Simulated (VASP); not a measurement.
# TaN (P6_3/mmc) in VASP: settings compared

The runs below take TaN through single point, with PBEsol, PBE.

All numbers are computed with VASP 6.6.1; they aren't measurements. Logs are shortened: lines on timing, memory, paths and dates and some standing lists are left out, and cuts for length are marked.

### 1 The cell of the first run

Symmetry: P6_3/mmc, No. 194, hexagonal system. Conventional cell: a = 2.922 Å, b = 2.922 Å, c = 5.917 Å, α = 90.00°, β = 90.00°, γ = 120.00°. Within 3.0 Å of Ta (site symmetry -3m) lie 6 N at 2.24 Å and 8 Ta at 2.92 to 2.96 Å. Within 3.0 Å of N (site symmetry -6m2) lie 6 Ta at 2.24 Å and 6 N at 2.92 Å.

### 2 Single point, PBEsol

File POSCAR:

```
TaN
1.0
    2.9217699809      0.0000000000      0.0000000000
   -1.4608849905      2.5303270275      0.0000000000
    0.0000000000      0.0000000000      5.9165150000
Ta N
2 2
Direct
    0.0000000000      0.0000000000      0.5000000000
    0.0000000000      0.0000000000      0.0000000000
    0.3333333333      0.6666666667      0.2500000000
    0.6666666667      0.3333333333      0.7500000000
```

File INCAR.step1:

```
SYSTEM = TaN
PREC = Accurate
ENCUT = 520
EDIFF = 1E-6
ISMEAR = -1
SIGMA = 0.05
LREAL = .False.
LASPH = .True.
NELM = 120
ALGO = Normal
ISIF = 2
LWAVE = .False.
LCHARG = .True.
LMAXMIX = 4
GGA = PS
NBANDS = 26
GGA_COMPAT = .False.
NEDOS = 2001
LORBIT = 11
```

File KPOINTS.step1:

```
Automatic mesh
0
Gamma
  6 6 3
  0 0 0
```

File INCAR.step2:

```
SYSTEM = TaN
PREC = Accurate
ENCUT = 520
EDIFF = 1E-6
ISMEAR = -5
SIGMA = 0.05
LREAL = .False.
LASPH = .True.
NELM = 120
ALGO = Normal
ISIF = 2
LWAVE = .False.
LCHARG = .False.
LMAXMIX = 4
GGA = PS
LORBIT = 10
NEDOS = 1001
ICHARG = 11
GGA_COMPAT = .False.
```

File KPOINTS.step2:

```
Automatic mesh
0
Gamma
  9 9 5
  0 0 0
```

Potentials or basis: VASP PAW PBE potentials, release 64 (Ta_sv_GW, N).

Started as:

```console
> cat potpaw_PBE.64/Ta_sv_GW/POTCAR potpaw_PBE.64/N/POTCAR > POTCAR
> cp INCAR.step1 INCAR
> cp KPOINTS.step1 KPOINTS
> mpirun -np 1 vasp_std > vasp.out
> cp INCAR.step2 INCAR
> cp KPOINTS.step2 KPOINTS
> mpirun -np 1 vasp_std > vasp.out
```

OUTCAR:

```text
SYSTEM = TaN
   PREC = Accurate
   ENCUT = 520
   EDIFF = 1E-6
   ISMEAR = -5
   LREAL = .False.
   LASPH = .True.
   NELM = 120
   ISIF = 2
   GGA = PS
   LORBIT = 10
   ICHARG = 11

 ion  position               nearest neighbor table
   1  0.000  0.000  0.500-   3 2.24   4 2.24   4 2.24   3 2.24   4 2.24   3 2.24   2 2.96   2 2.96

   2  0.000  0.000  0.000-   3 2.24   4 2.24   4 2.24   3 2.24   4 2.24   3 2.24   1 2.96   1 2.96

   3  0.333  0.667  0.250-   1 2.24   2 2.24   1 2.24   2 2.24   1 2.24   2 2.24
   4  0.667  0.333  0.750-   1 2.24   2 2.24   1 2.24   2 2.24   1 2.24   2 2.24

  LATTYP: Found a hexagonal cell.
 ALAT       =     2.9217699809
 C/A-ratio  =     2.0249763119

  Lattice vectors:

 A1 = (   2.9217699809,   0.0000000000,   0.0000000000)
 A2 = (  -1.4608849905,   2.5303270275,   0.0000000000)
 A3 = (   0.0000000000,   0.0000000000,   5.9165150000)

Analysis of symmetry for initial positions (statically):
=====================================================================
 Subroutine PRICEL returns:
 Original cell was already a primitive cell.

 Routine SETGRP: Setting up the symmetry group for a
 hexagonal supercell.

 Subroutine GETGRP returns: Found 24 space group operations
 (whereof 12 operations were pure point group operations)
 out of a pool of 24 trial point group operations.

The static configuration has the point symmetry D_3d.
 The point group associated with its full space group is D_6h.

Analysis of symmetry for dynamics (positions and initial velocities):
=====================================================================
 Subroutine PRICEL returns:
 Original cell was already a primitive cell.

 Routine SETGRP: Setting up the symmetry group for a
 hexagonal supercell.

 Subroutine GETGRP returns: Found 24 space group operations
 (whereof 12 operations were pure point group operations)
 out of a pool of 24 trial point group operations.

The dynamic configuration has the point symmetry D_3d.
 The point group associated with its full space group is D_6h.

 Subroutine INISYM returns: Found 24 space group operations
 (whereof 12 operations are pure point group operations),
 and found     1 'primitive' translations

----------------------------------------------------------------------------------------

                                     Primitive cell

  volume of cell :      43.7410

  direct lattice vectors                    reciprocal lattice vectors
     2.921769981  0.000000000  0.000000000     0.342258291  0.197602916  0.000000000
    -1.460884991  2.530327027  0.000000000     0.000000000  0.395205833  0.000000000
     0.000000000  0.000000000  5.916515000     0.000000000  0.000000000  0.169018417

  length of vectors
     2.921769981  2.921769981  5.916515000     0.395205833  0.395205833  0.169018417

  position of ions in fractional coordinates (direct lattice)
     0.000000000  0.000000000  0.500000000
     0.000000000  0.000000000  0.000000000
     0.333333333  0.666666667  0.250000000
     0.666666667  0.333333333  0.750000000

  ion indices of the primitive-cell ions
   primitive index   ion index
                 1           1
                 2           2
                 3           3
                 4           4

----------------------------------------------------------------------------------------

 KPOINTS: Automatic mesh

Automatic generation of k-mesh.
 Grid dimensions read from file:
 generate k-points for:    9    9    5

 Generating k-lattice:

  Cartesian coordinates                     Fractional coordinates (reciprocal lattice)
     0.038028699  0.021955880  0.000000000     0.111111111  0.000000000  0.000000000
     0.000000000  0.043911759  0.000000000     0.000000000  0.111111111  0.000000000
     0.000000000  0.000000000  0.033803683     0.000000000  0.000000000  0.200000000

  Length of vectors
     0.043911759  0.043911759  0.033803683

  Shift w.r.t. Gamma in fractional coordinates (k-lattice)
     0.000000000  0.000000000  0.000000000

 TETIRR: Found    371 inequivalent tetrahedra from     2430

 Subroutine IBZKPT returns following result:
 ===========================================

 Found     36 irreducible k-points:

 Following reciprocal coordinates:
            Coordinates               Weight
  0.000000  0.000000  0.000000      1.000000
  0.111111  0.000000  0.000000      6.000000
  0.222222  0.000000  0.000000      6.000000
  0.333333  0.000000  0.000000      6.000000
  0.444444  0.000000  0.000000      6.000000
  0.111111  0.111111  0.000000      6.000000
[... 16 lines left out ...]
  0.333333  0.222222  0.200000     24.000000
  0.333333  0.333333  0.200000      4.000000
 [... further k-points ...]
   k-points           NKPTS =     36   k-points in BZ     NKDIM =     36   number of bands    NBANDS=     22
   number of dos      NEDOS =   1001   number of ions     NIONS =      4
   total plane-waves  NPLWV =  27648
   dimension x,y,z NGX =    24 NGY =   24 NGZ =   48
   dimension x,y,z NGXF=    48 NGYF=   48 NGZF=   96
   ions per type =               2   2
   NGX,Y,Z   is equivalent  to a cutoff of  13.66, 13.66, 13.49 a.u.
   NGXF,Y,Z  is equivalent  to a cutoff of  27.31, 27.31, 26.97 a.u.
 SYSTEM =  TaN
   PREC   = accura    normal or accurate (medium, high low for compatibility)
   ISTART =      0    job   : 0-new  1-cont  2-samecut
   ICHARG =     11    charge: 1-file 2-atom 10-const
   ISPIN  =      1    spin polarized calculation?
   LNONCOLLINEAR =      F non collinear calculations
   LSORBIT =      F    spin-orbit coupling
   LASPH  =      T    aspherical Exc in radial PAW
   ENCUT  =  520.0 eV  38.22 Ry    6.18 a.u.   5.43  5.43 11.00*2*pi/ulx,y,z
   NELM   =    120;   NELMIN=  2; NELMDL=  0     # of ELM steps
   EDIFF  = 0.1E-05   stopping-criterion for ELM
   LREAL  =      F    real-space projection
   EDIFFG = 0.1E-04   stopping-criterion for IOM
   NSW    =      0    number of steps for IOM
   IBRION =     -1    ionic relax: 0-MD 1-quasi-New 2-CG
   NFREE  =      0    steps in history (QN), initial steepest desc. (CG)
   ISIF   =      2    stress and relaxation
   ISYM   =      2    0-nonsym 1-usesym 2-fastsym
   POTIM  = 0.5000    time-step for ionic-motion
   TEBEG  =    0.0;   TEEND  =   0.0 temperature during run
   PSTRESS=    0.0 pullay stress
   NELECT =      36.0000    total number of electrons
   NUPDOWN=      -1.0000    fix difference up-down
   EMIN   =  10.00;   EMAX   =-10.00  energy-range for DOS
   EFERMI =   0.00;   METHOD = LEGACY
   ISMEAR =    -5;   SIGMA  =   0.05  broadening in eV -4-tet -1-fermi 0-gaus
   EFERMI_NEDOS =   21; number of points for ismear=-14 and -15
   IALGO  =     38    algorithm
   IMIX   =      4    mixing-type and parameters
     AMIX     =   0.40;   BMIX     =  1.00
     AMIX_MAG =   1.60;   BMIX_MAG =  1.00
  volume/ion in A,a.u.               =      10.94        73.79
  Fermi-wavevector in a.u.,A,eV,Ry     =   1.534191  2.899201 32.024607  2.353742
  Thomas-Fermi vector in A             =   2.641153
   LORBIT       =     10    0 simple, 1 ext, 2 COOP (PROOUT), +10 PAW based schemes
   GGA     = PS    functional components
   LHFCALC =     F    Hartree Fock is set to
   AEXX    =    0.0000 exact exchange contribution
   IVDW    =     0    specifies the selected vdW correction
   LEPSILON=     F    determine dielectric tensor
   LRPA    =     F    only Hartree local field effects (RPA)
 non-spin polarized calculation
 Fermi weights with tetrahedron method with Bloechl corrections
  energy-cutoff  :      520.00
  volume of cell :       43.74
 maximum number of plane-waves:      1223
 NGX is ok and might be reduce to    24

 number of electron      36.0000005 magnetization

 Free energy of the ion-electron system (eV)
  ---------------------------------------------------
  ext. energy  EPLUGINS =         0.00000000
  ---------------------------------------------------
  free energy    TOTEN  =       -51.78908112 eV

  energy without entropy =      -51.78908112  energy(sigma->0) =      -51.78908112

 E-fermi :  12.1426     XC(G=0): -13.7836

 val. band max:       12.2872560888   @ k =   0.3333   0.3333   0.0000
 cond. band min:      11.8212282232   @ k =   0.2222   0.2222   0.2000
 fundamental gap:     -0.4660278656
 Fermi energy:        12.1425907385

 k-point     1 :       0.0000    0.0000    0.0000
  band No.  band energies     occupation
      1     -56.4220      2.00000
      2     -56.3855      2.00000
      3     -23.4504      2.00000
      4     -22.6995      2.00000
      5     -22.4585      2.00000
      6     -22.4585      2.00000
[... 14 lines left out ...]
     21      12.6293      0.00000
     22      14.4409      0.00000

 k-point     2 :       0.1111    0.0000    0.0000
  band No.  band energies     occupation
      1     -56.4125      2.00000
      2     -56.3761      2.00000
      3     -23.4195      2.00000
      4     -22.6817      2.00000
      5     -22.5932      2.00000
      6     -22.5213      2.00000
[... 14 lines left out ...]
     21      13.2584      0.00000
     22      14.5570      0.00000

 k-point     3 :       0.2222    0.0000    0.0000
  band No.  band energies     occupation
      1     -56.3883      2.00000
      2     -56.3526      2.00000
      3     -23.3419      2.00000
      4     -22.9228      2.00000
      5     -22.8262      2.00000
      6     -22.6360      2.00000
[... 14 lines left out ...]
     21      14.4248      0.00000
     22      14.9848      0.00000

 k-point     4 :       0.3333    0.0000    0.0000
  band No.  band energies     occupation
      1     -56.3606      2.00000
      2     -56.3257      2.00000
      3     -23.2866      2.00000
      4     -23.2432      2.00000
      5     -23.1579      2.00000
      6     -22.6417      2.00000
[... 14 lines left out ...]
     21      15.5977      0.00000
     22      15.7009      0.00000

 k-point     5 :       0.4444    0.0000    0.0000
  band No.  band energies     occupation
      1     -56.3425      2.00000
      2     -56.3080      2.00000
      3     -23.5021      2.00000
      4     -23.3664      2.00000
      5     -23.1900      2.00000
      6     -22.6939      2.00000
[... 14 lines left out ...]
     21      16.5280      0.00000
     22      16.7407      0.00000

 k-point     6 :       0.1111    0.1111    0.0000
  band No.  band energies     occupation
      1     -56.3956      2.00000
      2     -56.3597      2.00000
      3     -23.3653      2.00000
      4     -22.8130      2.00000
      5     -22.7242      2.00000
      6     -22.6500      2.00000
[... 14 lines left out ...]
     21      13.9063      0.00000
     22      14.5814      0.00000

 k-point     7 :       0.2222    0.1111    0.0000
  band No.  band energies     occupation
      1     -56.3696      2.00000
      2     -56.3344      2.00000
      3     -23.2817      2.00000
      4     -23.1262      2.00000
      5     -23.0159      2.00000
      6     -22.6565      2.00000
[... 324 lines left out ...]
      6     -22.7417      2.00000
[... 14 lines left out ...]
     21      15.6930      0.00000
     22      16.8969      0.00000

 k-point    21 :       0.4444    0.1111    0.2000
  band No.  band energies     occupation
      1     -56.3344      2.00000
      2     -56.3067      2.00000
      3     -23.4788      2.00000
      4     -23.3704      2.00000
      5     -23.1169      2.00000
      6     -22.7778      2.00000
[... 14 lines left out ...]
     21      15.9117      0.00000
     22      17.0136      0.00000

 k-point    22 :       0.2222    0.2222    0.2000
  band No.  band energies     occupation
      1     -56.3452      2.00000
      2     -56.3172      2.00000
      3     -23.2815      2.00000
      4     -23.1881      2.00000
      5     -23.1481      2.00000
      6     -22.8198      2.00000
[... 14 lines left out ...]
     21      15.8123      0.00000
     22      16.8373      0.00000

 k-point    23 :       0.3333    0.2222    0.2000
  band No.  band energies     occupation
      1     -56.3313      2.00000
      2     -56.3036      2.00000
      3     -23.3576      2.00000
      4     -23.2565      2.00000
      5     -23.1079      2.00000
      6     -22.9607      2.00000
[... 14 lines left out ...]
     21      15.8185      0.00000
     22      16.3808      0.00000

 k-point    24 :       0.3333    0.3333    0.2000
  band No.  band energies     occupation
      1     -56.3264      2.00000
      2     -56.2989      2.00000
      3     -23.1995      2.00000
      4     -23.1995      2.00000
      5     -23.1074      2.00000
      6     -23.1074      2.00000
[... 14 lines left out ...]
     21      14.2761      0.00000
     22      16.5752      0.00000

 [... further k-points ...]
[... 5 lines left out ...]
  --------------------------------------------------------------------------------------
  -------------------------------------------------------------------------------------
  Total       -3.0422567     -3.0422567     -2.5191513      0.0000000     -0.0000000      0.0000000
  in kB     -111.4340180   -111.4340180    -92.2733272      0.0000000     -0.0000000      0.0000000
  external PRESSURE =    -105.0471211 kB  Pullay stress =       0.0000000 kB

 VOLUME and BASIS-vectors are now :
 -----------------------------------------------------------------------------
  energy-cutoff  :      520.00
  volume of cell :       43.74
      direct lattice vectors                 reciprocal lattice vectors
     2.921769981  0.000000000  0.000000000     0.342258291  0.197602916  0.000000000
    -1.460884991  2.530327027  0.000000000     0.000000000  0.395205833  0.000000000
     0.000000000  0.000000000  5.916515000     0.000000000  0.000000000  0.169018417

 POSITION                                       TOTAL-FORCE (eV/Angst)
 -----------------------------------------------------------------------------------
      0.00000      0.00000      2.95826        -0.000000     -0.000000      0.000000
      0.00000      0.00000      0.00000        -0.000000     -0.000000      0.000000
     -0.00000      1.68688      1.47913        -0.000000      0.000000     -0.000000
      1.46088      0.84344      4.43739         0.000000      0.000000     -0.000000
 -----------------------------------------------------------------------------------
    total drift:                               -0.000000      0.000000     -0.000000

  FREE ENERGIE OF THE ION-ELECTRON SYSTEM (eV)
  ---------------------------------------------------
  free  energy   TOTEN  =       -51.7890811237 eV

  energy  without entropy=      -51.7890811237  energy(sigma->0) =      -51.78908112

 total charge

# of ion       s       p       d       f       tot
--------------------------------------------------
    1        3.308   6.049   2.421   0.100  11.877
    2        3.308   6.049   2.421   0.100  11.877
    3        1.224   2.459   0.000   0.000   3.682
    4        1.224   2.459   0.000   0.000   3.682
--------------------------------------------------
tot          9.063  17.015   4.842   0.200  31.120
```

Run time: 30 s. Hardware: 1 thread of Intel Xeon Platinum 8488C (Sapphire Rapids), shared host; peak memory 0.18 GiB.

Results:

```yaml
Valence_electrons_inside_the_program's_atomic_spheres: Ta 11.88; N 3.68
```

Caveat: the k points lie up to 0.41 Å⁻¹ apart; the PAW data sets were made with another functional, which shifts forces and pressure a little; spin-orbit coupling is left out, which moves the levels of the heavy elements.

(Part 1 of 2 ends here.)
